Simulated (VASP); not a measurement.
Here is a VASP 6.6.1 calculation.

The input INCAR:

```
  PREC = Accurate
  ENCUT = 520
  EDIFF = 1E-7
  ISMEAR = 0
  SIGMA = 0.15
  LREAL = F
  LASPH = T
  NELM = 80
  ALGO = Normal
  ISIF = 2
  LWAVE = F
  LCHARG = F
  GGA = CA
  NBANDS = 8
```

Contents of KPOINTS:

```
regular mesh
0
Gamma
  20 20 20
```

Contents of POSCAR:

```
Al
1.0
   -1.5514382228      1.5514382228      1.5912186900
    1.5514382228     -1.5514382228      1.5912186900
    1.5514382228      1.5514382228     -1.5912186900
Al
1
Direct
    0.0000000000      0.0000000000      0.0000000000
```

Potentials or basis: VASP PAW LDA potentials, release 64 (Al).

Command:

```sh
$ cat potpaw_LDA.64/Al/POTCAR > POTCAR
$ mpirun -np 1 vasp_std > vasp.out
```

(1) What does it give for the pressure?

Answers

(1) 4.8 GPa.

Caveat: the cell differs from its parent crystal (strain -0.025 along x and y, +0.000 along z).
